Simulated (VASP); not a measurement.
# H (P6_3/mmc) in VASP: notebook

H is run at these levels: PBEsol; tasks: single point.

All numbers are computed with VASP 6.6.1; they aren't measurements. Logs are shortened: lines on timing, memory, paths and dates and some standing lists are left out, and cuts for length are marked.

### 1 The cell of the first run

Symmetry: P6_3/mmc, No. 194, hexagonal system. The conventional cell has a = 3.839 Å, b = 3.839 Å, c = 5.042 Å, α = 90.00°, β = 90.00°, γ = 120.00°. Within 1.0 Å of H (site symmetry 3m) lie 1 H at 0.76 Å.

### 2 Single point, PBEsol

INCAR

```
SYSTEM = H
PREC = Accurate
ENCUT = 520
EDIFF = 1E-6
ISMEAR = 0
SIGMA = 0.1
LREAL = .FALSE.
LASPH = .TRUE.
NELM = 60
ALGO = Normal
ISIF = 2
LWAVE = .FALSE.
LCHARG = .TRUE.
GGA = PS
LELF = .TRUE.
LVHAR = .TRUE.
NBANDS = 10
```

KPOINTS

```
regular mesh
0
G
  6 6 4
  0 0 0
```

POSCAR

```
H
1.0
    3.8390300207      0.0000000000      0.0000000000
   -1.9195150104      3.3246975238      0.0000000000
    0.0000000000      0.0000000000      5.0422718584
H
4
Direct
    0.3333333333      0.6666666667      0.1747277462
    0.6666666667      0.3333333333      0.6747277462
    0.6666666667      0.3333333333      0.8252722538
    0.3333333333      0.6666666667      0.3252722538
```

Potentials or basis: VASP PAW PBE potentials, release 64 (H).

Started as:

```sh
> cat potpaw_PBE.64/H/POTCAR > POTCAR
> mpirun -np 1 vasp_std > vasp.out
```

OUTCAR:

```text
SYSTEM = H
   PREC = Accurate
   ENCUT = 520
   EDIFF = 1E-6
   ISMEAR = 0
   LREAL = .FALSE.
   LASPH = .TRUE.
   NELM = 60
   ISIF = 2
   GGA = PS

 ion  position               nearest neighbor table
   1  0.333  0.667  0.175-   4 0.76
   2  0.667  0.333  0.675-   3 0.76
   3  0.667  0.333  0.825-   2 0.76
   4  0.333  0.667  0.325-   1 0.76

  LATTYP: Found a hexagonal cell.
 ALAT       =     3.8390300207
 C/A-ratio  =     1.3134233989

  Lattice vectors:

 A1 = (   3.8390300207,   0.0000000000,   0.0000000000)
 A2 = (  -1.9195150104,   3.3246975238,   0.0000000000)
 A3 = (   0.0000000000,   0.0000000000,   5.0422718584)

Analysis of symmetry for initial positions (statically):
=====================================================================
 Subroutine PRICEL returns:
 Original cell was already a primitive cell.

 Routine SETGRP: Setting up the symmetry group for a
 hexagonal supercell.

 Subroutine GETGRP returns: Found 24 space group operations
 (whereof 12 operations were pure point group operations)
 out of a pool of 24 trial point group operations.

The static configuration has the point symmetry D_3d.
 The point group associated with its full space group is D_6h.

Analysis of symmetry for dynamics (positions and initial velocities):
=====================================================================
 Subroutine PRICEL returns:
 Original cell was already a primitive cell.

 Routine SETGRP: Setting up the symmetry group for a
 hexagonal supercell.

 Subroutine GETGRP returns: Found 24 space group operations
 (whereof 12 operations were pure point group operations)
 out of a pool of 24 trial point group operations.

The dynamic configuration has the point symmetry D_3d.
 The point group associated with its full space group is D_6h.

 Subroutine INISYM returns: Found 24 space group operations
 (whereof 12 operations are pure point group operations),
 and found     1 'primitive' translations

----------------------------------------------------------------------------------------

                                     Primitive cell

  volume of cell :      64.3576

  direct lattice vectors                    reciprocal lattice vectors
     3.839030021  0.000000000  0.000000000     0.260482464  0.150389621  0.000000000
    -1.919515010  3.324697524  0.000000000     0.000000000  0.300779242  0.000000000
     0.000000000  0.000000000  5.042271858     0.000000000  0.000000000  0.198323301

  length of vectors
     3.839030021  3.839030021  5.042271858     0.300779242  0.300779242  0.198323301

  position of ions in fractional coordinates (direct lattice)
     0.333333333  0.666666667  0.174727746
     0.666666667  0.333333333  0.674727746
     0.666666667  0.333333333  0.825272254
     0.333333333  0.666666667  0.325272254

  ion indices of the primitive-cell ions
   primitive index   ion index
                 1           1
                 2           2
                 3           3
                 4           4

----------------------------------------------------------------------------------------

 KPOINTS: regular mesh

Automatic generation of k-mesh.
 Grid dimensions read from file:
 generate k-points for:    6    6    4

 Generating k-lattice:

  Cartesian coordinates                     Fractional coordinates (reciprocal lattice)
     0.043413744  0.025064937  0.000000000     0.166666667  0.000000000  0.000000000
     0.000000000  0.050129874  0.000000000     0.000000000  0.166666667  0.000000000
     0.000000000  0.000000000  0.049580825     0.000000000  0.000000000  0.250000000

  Length of vectors
     0.050129874  0.050129874  0.049580825

  Shift w.r.t. Gamma in fractional coordinates (k-lattice)
     0.000000000  0.000000000  0.000000000

 Subroutine IBZKPT returns following result:
 ===========================================

 Found     21 irreducible k-points:

 Following reciprocal coordinates:
            Coordinates               Weight
  0.000000  0.000000  0.000000      1.000000
  0.166667  0.000000  0.000000      6.000000
  0.333333  0.000000  0.000000      6.000000
  0.500000  0.000000  0.000000      3.000000
  0.166667  0.166667  0.000000      6.000000
  0.333333  0.166667  0.000000     12.000000
[... 13 lines left out ...]
  0.333333  0.166667  0.500000     12.000000
  0.333333  0.333333  0.500000      2.000000
   k-points           NKPTS =     21   k-points in BZ     NKDIM =     21   number of bands    NBANDS=     10
   number of dos      NEDOS =    301   number of ions     NIONS =      4
   total plane-waves  NPLWV =  36000
   dimension x,y,z NGX =    30 NGY =   30 NGZ =   40
   dimension x,y,z NGXF=    60 NGYF=   60 NGZF=   80
   ions per type =               4
   NGX,Y,Z   is equivalent  to a cutoff of  12.99, 12.99, 13.19 a.u.
   NGXF,Y,Z  is equivalent  to a cutoff of  25.98, 25.98, 26.38 a.u.
 SYSTEM =  H
   PREC   = accura    normal or accurate (medium, high low for compatibility)
   ISTART =      0    job   : 0-new  1-cont  2-samecut
   ICHARG =      2    charge: 1-file 2-atom 10-const
   ISPIN  =      1    spin polarized calculation?
   LNONCOLLINEAR =      F non collinear calculations
   LSORBIT =      F    spin-orbit coupling
   LASPH  =      T    aspherical Exc in radial PAW
   ENCUT  =  520.0 eV  38.22 Ry    6.18 a.u.   7.14  7.14  9.38*2*pi/ulx,y,z
   NELM   =     60;   NELMIN=  2; NELMDL= -5     # of ELM steps
   EDIFF  = 0.1E-05   stopping-criterion for ELM
   LREAL  =      F    real-space projection
   EDIFFG = 0.1E-04   stopping-criterion for IOM
   NSW    =      0    number of steps for IOM
   IBRION =     -1    ionic relax: 0-MD 1-quasi-New 2-CG
   NFREE  =      0    steps in history (QN), initial steepest desc. (CG)
   ISIF   =      2    stress and relaxation
   ISYM   =      2    0-nonsym 1-usesym 2-fastsym
   POTIM  = 0.5000    time-step for ionic-motion
   TEBEG  =    0.0;   TEEND  =   0.0 temperature during run
   PSTRESS=    0.0 pullay stress
   NELECT =       4.0000    total number of electrons
   NUPDOWN=      -1.0000    fix difference up-down
   EMIN   =  10.00;   EMAX   =-10.00  energy-range for DOS
   EFERMI =   0.00;   METHOD = LEGACY
   ISMEAR =     0;   SIGMA  =   0.10  broadening in eV -4-tet -1-fermi 0-gaus
   EFERMI_NEDOS =   21; number of points for ismear=-14 and -15
   IALGO  =     38    algorithm
   IMIX   =      4    mixing-type and parameters
     AMIX     =   0.40;   BMIX     =  1.00
     AMIX_MAG =   1.60;   BMIX_MAG =  1.00
  volume/ion in A,a.u.               =      16.09       108.58
  Fermi-wavevector in a.u.,A,eV,Ry     =   0.648477  1.225445  5.721562  0.420523
  Thomas-Fermi vector in A             =   1.717123
   LORBIT       =      0    0 simple, 1 ext, 2 COOP (PROOUT), +10 PAW based schemes
   GGA     = PS    functional components
   LHFCALC =     F    Hartree Fock is set to
   AEXX    =    0.0000 exact exchange contribution
   IVDW    =     0    specifies the selected vdW correction
   LEPSILON=     F    determine dielectric tensor
   LRPA    =     F    only Hartree local field effects (RPA)
 non-spin polarized calculation
 Gauss-broadening in eV      SIGMA  =   0.10
  energy-cutoff  :      520.00
  volume of cell :       64.36
 maximum number of plane-waves:      1773
 NGX is ok and might be reduce to    30

 number of electron       4.0000004 magnetization

 Free energy of the ion-electron system (eV)
  ---------------------------------------------------
  ext. energy  EPLUGINS =         0.00000000
  ---------------------------------------------------
  free energy    TOTEN  =       -13.05331991 eV

  energy without entropy =      -13.05331991  energy(sigma->0) =      -13.05331991

 E-fermi :  -8.2166     XC(G=0):  -4.5107

 val. band max:       -8.6528655140   @ k =   0.0000   0.0000   0.0000
 cond. band min:       0.4600617707   @ k =   0.0000   0.0000   0.0000
 fundamental gap:      9.1129272847
 Fermi energy:        -8.2165991877

 k-point     1 :       0.0000    0.0000    0.0000
  band No.  band energies     occupation
      1     -10.1202      2.00000
      2      -8.6529      2.00000
      3       0.4601      0.00000
      4       3.2911      0.00000
      5       6.2472      0.00000
      6       7.6377      0.00000
      7       8.3545      0.00000
      8       8.3545      0.00000
      9       9.7895      0.00000
     10       9.7895      0.00000

 k-point     2 :       0.1667    0.0000    0.0000
  band No.  band energies     occupation
      1      -9.9745      2.00000
      2      -8.6679      2.00000
      3       0.7806      0.00000
      4       2.8508      0.00000
      5       5.0848      0.00000
      6       6.9992      0.00000
      7       7.2326      0.00000
      8       8.2256      0.00000
      9      10.9661      0.00000
     10      11.1028      0.00000

 k-point     3 :       0.3333    0.0000    0.0000
  band No.  band energies     occupation
      1      -9.6148      2.00000
      2      -8.7562      2.00000
      3       1.6942      0.00000
      4       1.9369      0.00000
      5       3.9801      0.00000
      6       5.4432      0.00000
      7       6.2150      0.00000
      8       7.6722      0.00000
      9       9.6927      0.00000
     10      10.7675      0.00000

 k-point     4 :       0.5000    0.0000    0.0000
  band No.  band energies     occupation
      1      -9.3418      2.00000
      2      -8.8882      2.00000
      3       1.4705      0.00000
      4       2.6385      0.00000
      5       3.6734      0.00000
      6       4.1746      0.00000
      7       5.8636      0.00000
      8       7.3593      0.00000
      9       9.0404      0.00000
     10      10.2227      0.00000

 k-point     5 :       0.1667    0.1667    0.0000
  band No.  band energies     occupation
      1      -9.7191      2.00000
      2      -8.7205      2.00000
      3       1.4024      0.00000
      4       2.2623      0.00000
      5       4.1410      0.00000
      6       5.7645      0.00000
      7       5.9775      0.00000
      8       8.5074      0.00000
      9      10.4589      0.00000
     10      10.9604      0.00000

 k-point     6 :       0.3333    0.1667    0.0000
  band No.  band energies     occupation
      1      -9.3576      2.00000
      2      -8.8708      2.00000
      3       1.6893      0.00000
      4       2.5039      0.00000
      5       3.7113      0.00000
      6       4.5328      0.00000
      7       4.5951      0.00000
      8       7.9144      0.00000
      9       9.0790      0.00000
     10       9.8866      0.00000
[... 144 lines left out ...]
 k-point    18 :       0.5000    0.0000    0.5000
  band No.  band energies     occupation
      1      -9.0924      2.00000
      2      -9.0924      2.00000
      3       0.9986      0.00000
      4       0.9986      0.00000
      5       5.0585      0.00000
      6       5.0585      0.00000
      7       7.2978      0.00000
      8       7.2978      0.00000
      9       9.6478      0.00000
     10       9.6478      0.00000

 k-point    19 :       0.1667    0.1667    0.5000
  band No.  band energies     occupation
      1      -9.2357      2.00000
      2      -9.2357      2.00000
      3       1.2762      0.00000
      4       1.2762      0.00000
      5       5.6564      0.00000
      6       5.6564      0.00000
      7       7.8490      0.00000
      8       7.8490      0.00000
      9       9.9746      0.00000
     10       9.9746      0.00000

 k-point    20 :       0.3333    0.1667    0.5000
  band No.  band energies     occupation
      1      -9.0937      2.00000
      2      -9.0937      2.00000
      3       1.1883      0.00000
      4       1.1883      0.00000
      5       4.2147      0.00000
      6       4.2147      0.00000
      7       8.0675      0.00000
      8       8.0675      0.00000
      9       9.7886      0.00000
     10       9.7886      0.00000

 k-point    21 :       0.3333    0.3333    0.5000
  band No.  band energies     occupation
      1      -9.0457      2.00000
      2      -9.0457      2.00000
      3       1.4501      0.00000
      4       1.4501      0.00000
      5       3.1893      0.00000
      6       3.1893      0.00000
      7       8.7822      0.00000
      8       8.7822      0.00000
      9       9.4771      0.00000
     10       9.4771      0.00000

------------------------ aborting loop because EDIFF is reached ----------------------------------------

  FORCE on cell =-STRESS in cart. coord.  units (eV):
  Direction    XX          YY          ZZ          XY          YZ          ZX
  --------------------------------------------------------------------------------------
  -------------------------------------------------------------------------------------
  Total       -0.0517469     -0.0517469     -0.0622739      0.0000000      0.0000000     -0.0000000
  in kB       -1.2882340     -1.2882340     -1.5503046      0.0000000      0.0000000     -0.0000000
  external PRESSURE =      -1.3755909 kB  Pullay stress =       0.0000000 kB

 VOLUME and BASIS-vectors are now :
 -----------------------------------------------------------------------------
  energy-cutoff  :      520.00
  volume of cell :       64.36
      direct lattice vectors                 reciprocal lattice vectors
     3.839030021  0.000000000  0.000000000     0.260482464  0.150389621  0.000000000
    -1.919515010  3.324697524  0.000000000     0.000000000  0.300779242  0.000000000
     0.000000000  0.000000000  5.042271858     0.000000000  0.000000000  0.198323301

 POSITION                                       TOTAL-FORCE (eV/Angst)
 -----------------------------------------------------------------------------------
     -0.00000      2.21647      0.88102        -0.000000      0.000000     -0.005564
      1.91952      1.10823      3.40216         0.000000     -0.000000     -0.005564
      1.91952      1.10823      4.16125         0.000000     -0.000000      0.005564
     -0.00000      2.21647      1.64011        -0.000000      0.000000      0.005564
 -----------------------------------------------------------------------------------
    total drift:                               -0.000000      0.000000     -0.000000

  FREE ENERGIE OF THE ION-ELECTRON SYSTEM (eV)
  ---------------------------------------------------
  free  energy   TOTEN  =       -13.0533199058 eV

  energy  without entropy=      -13.0533199058  energy(sigma->0) =      -13.05331991
```

Run time: 6.7 s. Hardware: 1 thread of AMD EPYC 9R45 (Zen 5), shared host; peak memory 0.14 GiB.

What came out:

- Free energy: -13.0533 eV
- Pressure: -0.1 GPa
- Largest force: 0.006 eV/Å
- Band gap on the k mesh: 9.11 eV

Forces in eV/Å, atoms in the order of the input:
```
H    0.000  0.000 -0.006
H    0.000  0.000 -0.006
H    0.000  0.000  0.006
H    0.000  0.000  0.006
```

Levels at points of the mesh, in eV from the valence-band top:
| k point | band 1 | band 2 | band 3 | band 4 | band 5 | band 6 | band 7 |
| --- | --- | --- | --- | --- | --- | --- | --- |
| (0.00, 0.00, 0.00) | -1.47 | 0.00 | 9.11 | 11.94 | 14.90 | 16.29 | 17.01 |
| (0.50, 0.00, 0.00) | -0.69 | -0.24 | 10.12 | 11.29 | 12.33 | 12.83 | 14.52 |
| (0.00, 0.00, 0.50) | -0.80 | -0.80 | 10.24 | 10.24 | 16.99 | 16.99 | 18.13 |
| (0.50, 0.00, 0.50) | -0.44 | -0.44 | 9.65 | 9.65 | 13.71 | 13.71 | 15.95 |

Caveat: this functional lacks dispersion, which holds the molecules together, so the pressure and a relaxed volume are unreliable; the PAW data sets were made with another functional, which shifts forces and pressure a little. A k mesh can miss the band edges.

### 3 Single point, PBEsol

This run uses another cell than the first one: it holds 2 atoms, not 4.

INCAR

```
SYSTEM = H
ALGO = Normal
EDIFF = 1E-6
ENCUT = 520
GGA = PS
ISIF = 2
ISMEAR = 0
LASPH = .TRUE.
LCHARG = .TRUE.
LELF = .TRUE.
LREAL = .FALSE.
LVHAR = .TRUE.
LWAVE = .FALSE.
NBANDS = 8
NELM = 100
PREC = Accurate
SIGMA = 0.02
```

KPOINTS

```
k-points
0
G
  6 6 22
  0 0 0
```

POSCAR

```
H
1.0
    5.5251138610      0.0000000000      0.0000000000
   -2.7625569305      4.7848889624      0.0000000000
    0.0000000000      0.0000000000      0.9889435076
H
2
Direct
    0.3333333333      0.6666666667      0.2500000000
    0.6666666667      0.3333333333      0.7500000000
```

Potentials or basis: VASP PAW PBE potentials, release 64 (H).

Started as:

```sh
> cat potpaw_PBE.64/H/POTCAR > POTCAR
> mpirun -np 1 vasp_std > vasp.out
```

OUTCAR:

```text
SYSTEM = H
   EDIFF = 1E-6
   ENCUT = 520
   GGA = PS
   ISIF = 2
   ISMEAR = 0
   LASPH = .TRUE.
   LREAL = .FALSE.
   NELM = 100
   PREC = Accurate

 ion  position               nearest neighbor table
   1  0.333  0.667  0.250-
   2  0.667  0.333  0.750-

  LATTYP: Found a hexagonal cell.
 ALAT       =     5.5251138610
 C/A-ratio  =     0.1789906113

  Lattice vectors:

 A1 = (   5.5251138610,   0.0000000000,   0.0000000000)
 A2 = (  -2.7625569305,   4.7848889624,   0.0000000000)
 A3 = (   0.0000000000,   0.0000000000,   0.9889435076)

Analysis of symmetry for initial positions (statically):
=====================================================================
 Subroutine PRICEL returns:
 Original cell was already a primitive cell.

 Routine SETGRP: Setting up the symmetry group for a
 hexagonal supercell.

 Subroutine GETGRP returns: Found 24 space group operations
 (whereof 12 operations were pure point group operations)
 out of a pool of 24 trial point group operations.

The static configuration has the point symmetry D_3d.
 The point group associated with its full space group is D_6h.
[... 167 lines left out ...]
 fundamental gap:      2.7011022953
 Fermi energy:        -3.8287431863

 k-point     1 :       0.0000    0.0000    0.0000
  band No.  band energies     occupation
      1     -12.5381      2.00000
      2     -11.7831      2.00000
      3       2.0889      0.00000
      4       2.1740      0.00000
      5       2.1740      0.00000
      6       3.8905      0.00000
      7       3.8905      0.00000
      8      10.3296      0.00000
[... 243 lines left out ...]
 k-point    24 :       0.3333    0.0000    0.1364
  band No.  band energies     occupation
      1      -9.5550      2.00000
      2      -9.1234      2.00000
      3       3.5744      0.00000
      4       4.2892      0.00000
      5       5.8380      0.00000
      6       8.7736      0.00000
      7       9.4754      0.00000
      8      10.9189      0.00000

 [... further k-points ...]

------------------------ aborting loop because EDIFF is reached ----------------------------------------

  FORCE on cell =-STRESS in cart. coord.  units (eV):
  Direction    XX          YY          ZZ          XY          YZ          ZX
  --------------------------------------------------------------------------------------
  -------------------------------------------------------------------------------------
  Total       -0.0175267     -0.0175267     -0.0177251      0.0000000      0.0000000      0.0000000
  in kB       -1.0740511     -1.0740511     -1.0862123      0.0000000      0.0000000      0.0000000
  external PRESSURE =      -1.0781048 kB  Pullay stress =       0.0000000 kB

 VOLUME and BASIS-vectors are now :
 -----------------------------------------------------------------------------
  energy-cutoff  :      520.00
  volume of cell :       26.14
      direct lattice vectors                 reciprocal lattice vectors
     5.525113861  0.000000000  0.000000000     0.180991745  0.104495633  0.000000000
    -2.762556931  4.784888962  0.000000000     0.000000000  0.208991266  0.000000000
     0.000000000  0.000000000  0.988943508     0.000000000  0.000000000  1.011180105

 POSITION                                       TOTAL-FORCE (eV/Angst)
 -----------------------------------------------------------------------------------
     -0.00000      3.18993      0.24724        -0.000000      0.000000     -0.000000
      2.76256      1.59496      0.74171         0.000000     -0.000000      0.000000
 -----------------------------------------------------------------------------------
    total drift:                               -0.000000     -0.000000      0.000000

  FREE ENERGIE OF THE ION-ELECTRON SYSTEM (eV)
  ---------------------------------------------------
  free  energy   TOTEN  =        -5.9352973200 eV

  energy  without entropy=       -5.9352973200  energy(sigma->0) =       -5.93529732
```

Run time: 6.8 s. Hardware: 1 thread of AMD EPYC 9R45 (Zen 5), shared host; peak memory 0.11 GiB.

What came out:

```yaml
Free_energy: -5.9353 eV
Pressure: -0.1 GPa
Band_gap_on_the_k_mesh: zero (bands 1 and 2 overlap by 34.02 eV)
```

Levels at points of the mesh, in eV from the Fermi level:
```tsv
k point	band 1	band 2	band 3	band 4
(0.00, 0.00, 0.00)	-8.71	-7.95	5.92	6.00
(0.50, 0.00, 0.00)	-8.47	-8.22	4.29	5.11
(0.00, 0.00, 0.50)	25.67	25.67	34.06	34.06
(0.50, 0.00, 0.50)	25.68	25.68	34.04	34.04
```

Caveat: the PAW data sets were made with another functional, which shifts forces and pressure a little.

(Continued in part 2 of 3.)
